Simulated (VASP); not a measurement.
# Au (Fm-3m) in VASP: single point with LDA

Aim: the single point of Au with LDA.

Program: VASP 6.6.1. These are calculated values, not measurements. Logs are shortened: lines on timing, memory, paths and dates and some standing lists are left out, and cuts for length are marked.

### Step 1. The cell of the first run

It takes space group Fm-3m (No. 225, cubic). Conventional cell: a = 4.070 Å, b = 4.070 Å, c = 4.070 Å, α = 90.00°, β = 90.00°, γ = 90.00°. Au (site symmetry m-3m) has 12 Au at 2.88 Å within 3.8 Å.

### Step 2. Single point, LDA

INCAR

```
PREC = Accurate ; ENCUT = 520
EDIFF = 1E-7 ; ISMEAR = 0
SIGMA = 0.1 ; LREAL = False
LASPH = True ; NELM = 100
ALGO = Fast ; ISIF = 2
LWAVE = False ; LCHARG = False
GGA = CA ; NBANDS = 12
```

KPOINTS

```
Automatic mesh
0
Gamma
  16 16 16
```

POSCAR

```
Au
1.0
    0.0000000000      2.0350000000      2.0350000000
    2.0350000000      0.0000000000      2.0350000000
    2.0350000000      2.0350000000      0.0000000000
Au
1
Direct
    0.0000000000      0.0000000000      0.0000000000
```

Potentials or basis: VASP PAW LDA potentials, release 64 (Au).

Launch:

```
$ cat potpaw_LDA.64/Au/POTCAR > POTCAR
$ mpirun -np 1 vasp_std > vasp.out
```

OUTCAR:

```text
PREC = Accurate
   ENCUT = 520
   EDIFF = 1E-7
   ISMEAR = 0
   LREAL = False
   LASPH = True
   NELM = 100
   ISIF = 2
   GGA = CA

 ion  position               nearest neighbor table
   1  0.000  0.000  0.000-

  LATTYP: Found a face centered cubic cell.
 ALAT       =     4.0700000000

  Lattice vectors:

 A1 = (   0.0000000000,   2.0350000000,   2.0350000000)
 A2 = (   2.0350000000,   0.0000000000,   2.0350000000)
 A3 = (   2.0350000000,   2.0350000000,   0.0000000000)

Analysis of symmetry for initial positions (statically):
=====================================================================
 Subroutine PRICEL returns:
 Original cell was already a primitive cell.

 Routine SETGRP: Setting up the symmetry group for a
 face centered cubic supercell.

 Subroutine GETGRP returns: Found 48 space group operations
 (whereof 48 operations were pure point group operations)
 out of a pool of 48 trial point group operations.

The static configuration has the point symmetry O_h .

Analysis of symmetry for dynamics (positions and initial velocities):
=====================================================================
 Subroutine PRICEL returns:
 Original cell was already a primitive cell.

 Routine SETGRP: Setting up the symmetry group for a
 face centered cubic supercell.

 Subroutine GETGRP returns: Found 48 space group operations
 (whereof 48 operations were pure point group operations)
 out of a pool of 48 trial point group operations.

The dynamic configuration has the point symmetry O_h .

 Subroutine INISYM returns: Found 48 space group operations
 (whereof 48 operations are pure point group operations),
 and found     1 'primitive' translations

----------------------------------------------------------------------------------------

                                     Primitive cell

  volume of cell :      16.8548

  direct lattice vectors                    reciprocal lattice vectors
     0.000000000  2.035000000  2.035000000    -0.245700246  0.245700246  0.245700246
     2.035000000  0.000000000  2.035000000     0.245700246 -0.245700246  0.245700246
     2.035000000  2.035000000  0.000000000     0.245700246  0.245700246 -0.245700246

  length of vectors
     2.877924599  2.877924599  2.877924599     0.425565309  0.425565309  0.425565309

  position of ions in fractional coordinates (direct lattice)
     0.000000000  0.000000000  0.000000000

  ion indices of the primitive-cell ions
   primitive index   ion index
                 1           1

----------------------------------------------------------------------------------------

 KPOINTS: Automatic mesh

Automatic generation of k-mesh.
 Grid dimensions read from file:
 generate k-points for:   16   16   16

 Generating k-lattice:

  Cartesian coordinates                     Fractional coordinates (reciprocal lattice)
    -0.015356265  0.015356265  0.015356265     0.062500000  0.000000000  0.000000000
     0.015356265 -0.015356265  0.015356265     0.000000000  0.062500000  0.000000000
     0.015356265  0.015356265 -0.015356265     0.000000000  0.000000000  0.062500000

  Length of vectors
     0.026597832  0.026597832  0.026597832

  Shift w.r.t. Gamma in fractional coordinates (k-lattice)
     0.000000000  0.000000000  0.000000000

 Subroutine IBZKPT returns following result:
 ===========================================

 Found    145 irreducible k-points:

 Following reciprocal coordinates:
            Coordinates               Weight
  0.000000  0.000000  0.000000      1.000000
  0.062500  0.000000  0.000000      8.000000
  0.125000  0.000000  0.000000      8.000000
  0.187500  0.000000  0.000000      8.000000
  0.250000  0.000000  0.000000      8.000000
  0.312500  0.000000  0.000000      8.000000
[... 16 lines left out ...]
 -0.125000  0.062500  0.000000     24.000000
 -0.062500  0.062500  0.000000     12.000000
 [... further k-points ...]
   k-points           NKPTS =    145   k-points in BZ     NKDIM =    145   number of bands    NBANDS=     12
   number of dos      NEDOS =    301   number of ions     NIONS =      1
   total plane-waves  NPLWV =  13824
   dimension x,y,z NGX =    24 NGY =   24 NGZ =   24
   dimension x,y,z NGXF=    48 NGYF=   48 NGZF=   48
   ions per type =               1
   NGX,Y,Z   is equivalent  to a cutoff of  13.86, 13.86, 13.86 a.u.
   NGXF,Y,Z  is equivalent  to a cutoff of  27.73, 27.73, 27.73 a.u.
 SYSTEM =  unknown system
   PREC   = accura    normal or accurate (medium, high low for compatibility)
   ISTART =      0    job   : 0-new  1-cont  2-samecut
   ICHARG =      2    charge: 1-file 2-atom 10-const
   ISPIN  =      1    spin polarized calculation?
   LNONCOLLINEAR =      F non collinear calculations
   LSORBIT =      F    spin-orbit coupling
   LASPH  =      T    aspherical Exc in radial PAW
   ENCUT  =  520.0 eV  38.22 Ry    6.18 a.u.   5.35  5.35  5.35*2*pi/ulx,y,z
   NELM   =    100;   NELMIN=  2; NELMDL= -5     # of ELM steps
   EDIFF  = 0.1E-06   stopping-criterion for ELM
   LREAL  =      F    real-space projection
   EDIFFG = 0.1E-05   stopping-criterion for IOM
   NSW    =      0    number of steps for IOM
   IBRION =     -1    ionic relax: 0-MD 1-quasi-New 2-CG
   NFREE  =      0    steps in history (QN), initial steepest desc. (CG)
   ISIF   =      2    stress and relaxation
   ISYM   =      2    0-nonsym 1-usesym 2-fastsym
   POTIM  = 0.5000    time-step for ionic-motion
   TEBEG  =    0.0;   TEEND  =   0.0 temperature during run
   PSTRESS=    0.0 pullay stress
   NELECT =      11.0000    total number of electrons
   NUPDOWN=      -1.0000    fix difference up-down
   EMIN   =  10.00;   EMAX   =-10.00  energy-range for DOS
   EFERMI =   0.00;   METHOD = LEGACY
   ISMEAR =     0;   SIGMA  =   0.10  broadening in eV -4-tet -1-fermi 0-gaus
   EFERMI_NEDOS =   21; number of points for ismear=-14 and -15
   IALGO  =     68    algorithm
   IMIX   =      4    mixing-type and parameters
     AMIX     =   0.40;   BMIX     =  1.00
     AMIX_MAG =   1.60;   BMIX_MAG =  1.00
  volume/ion in A,a.u.               =      16.85       113.74
  Fermi-wavevector in a.u.,A,eV,Ry     =   1.420032  2.683470 27.436005  2.016489
  Thomas-Fermi vector in A             =   2.540990
   LORBIT       =      0    0 simple, 1 ext, 2 COOP (PROOUT), +10 PAW based schemes
   GGA     = CA    functional components
   LHFCALC =     F    Hartree Fock is set to
   AEXX    =    0.0000 exact exchange contribution
   IVDW    =     0    specifies the selected vdW correction
   LEPSILON=     F    determine dielectric tensor
   LRPA    =     F    only Hartree local field effects (RPA)
 non-spin polarized calculation
 RMM-DIIS sequential band-by-band and
 Gauss-broadening in eV      SIGMA  =   0.10
  energy-cutoff  :      520.00
  volume of cell :       16.85
 maximum number of plane-waves:       469
 NGX is ok and might be reduce to    24
   NGX = 11   NGY = 11   NGZ = 11

 number of electron      10.9999999 magnetization

 Free energy of the ion-electron system (eV)
  ---------------------------------------------------
  ext. energy  EPLUGINS =         0.00000000
  ---------------------------------------------------
  free energy    TOTEN  =        -4.44397597 eV

  energy without entropy =       -4.44249817  energy(sigma->0) =       -4.44323707

 E-fermi :   9.4351     XC(G=0): -13.0471

 val. band max:        9.3377182055   @ k =   0.5000   0.2500   0.1250
 cond. band min:       9.4545287880   @ k =   0.5000   0.3125   0.1250
 fundamental gap:      0.1168105825
 Fermi energy:         9.4350832325

 k-point     1 :       0.0000    0.0000    0.0000
  band No.  band energies     occupation
      1      -0.5592      2.00000
      2       4.7023      2.00000
      3       4.7023      2.00000
      4       4.7023      2.00000
      5       6.2715      2.00000
      6       6.2715      2.00000
      7      23.9437      0.00000
      8      27.9616      0.00000
      9      27.9616      0.00000
     10      27.9616      0.00000
     11      33.0268      0.00000
     12      37.7248      0.00000

 k-point     2 :       0.0625    0.0000    0.0000
  band No.  band energies     occupation
      1      -0.4213      2.00000
      2       4.6563      2.00000
      3       4.7505      2.00000
      4       4.7505      2.00000
      5       6.2494      2.00000
      6       6.2494      2.00000
      7      24.1112      0.00000
      8      27.1029      0.00000
      9      28.1303      0.00000
     10      28.1303      0.00000
     11      33.7376      0.00000
     12      36.1298      0.00000

 k-point     3 :       0.1250    0.0000    0.0000
  band No.  band energies     occupation
      1      -0.0221      2.00000
      2       4.5455      2.00000
      3       4.8708      2.00000
      4       4.8708      2.00000
      5       6.2104      2.00000
      6       6.2104      2.00000
      7      24.4354      0.00000
      8      25.4295      0.00000
      9      28.6000      0.00000
     10      28.6000      0.00000
     11      32.9898      0.00000
     12      35.2807      0.00000
[... 286 lines left out ...]
 k-point    23 :      -0.1250    0.0625    0.0000
  band No.  band energies     occupation
      1       0.2781      2.00000
      2       4.4353      2.00000
      3       4.9583      2.00000
      4       4.9799      2.00000
      5       6.0352      2.00000
      6       6.3643      2.00000
      7      24.3680      0.00000
      8      25.0137      0.00000
      9      27.7879      0.00000
     10      29.5925      0.00000
     11      31.6817      0.00000
     12      34.8073      0.00000

 k-point    24 :      -0.0625    0.0625    0.0000
  band No.  band energies     occupation
      1      -0.1955      2.00000
      2       4.5674      2.00000
      3       4.8171      2.00000
      4       4.8528      2.00000
      5       6.1424      2.00000
      6       6.2972      2.00000
      7      24.3619      0.00000
      8      26.2776      0.00000
      9      27.7614      0.00000
     10      28.7144      0.00000
     11      33.6069      0.00000
     12      35.7394      0.00000

 [... further k-points ...]
[... 5 lines left out ...]
  --------------------------------------------------------------------------------------
  -------------------------------------------------------------------------------------
  Total       -0.2658528     -0.2658528     -0.2658528     -0.0000000     -0.0000000     -0.0000000
  in kB      -25.2713564    -25.2713564    -25.2713564     -0.0000000     -0.0000000     -0.0000000
  external PRESSURE =     -25.2713564 kB  Pullay stress =       0.0000000 kB

 VOLUME and BASIS-vectors are now :
 -----------------------------------------------------------------------------
  energy-cutoff  :      520.00
  volume of cell :       16.85
      direct lattice vectors                 reciprocal lattice vectors
     0.000000000  2.035000000  2.035000000    -0.245700246  0.245700246  0.245700246
     2.035000000  0.000000000  2.035000000     0.245700246 -0.245700246  0.245700246
     2.035000000  2.035000000  0.000000000     0.245700246  0.245700246 -0.245700246

 POSITION                                       TOTAL-FORCE (eV/Angst)
 -----------------------------------------------------------------------------------
      0.00000      0.00000      0.00000         0.000000      0.000000      0.000000
 -----------------------------------------------------------------------------------
    total drift:                               -0.000000      0.000000      0.000000

  FREE ENERGIE OF THE ION-ELECTRON SYSTEM (eV)
  ---------------------------------------------------
  free  energy   TOTEN  =        -4.4439759699 eV

  energy  without entropy=       -4.4424981664  energy(sigma->0) =       -4.44323707
```

It took 19 s on 1 thread of Intel Xeon Platinum 8259CL at 2.50GHz (Skylake/Cascade Lake), shared host; peak memory 0.15 GiB.

What came out:

- Free energy: -4.4440 eV
- Pressure: -2.5 GPa

Caveat: spin-orbit coupling is left out, which moves the levels of the heavy elements.
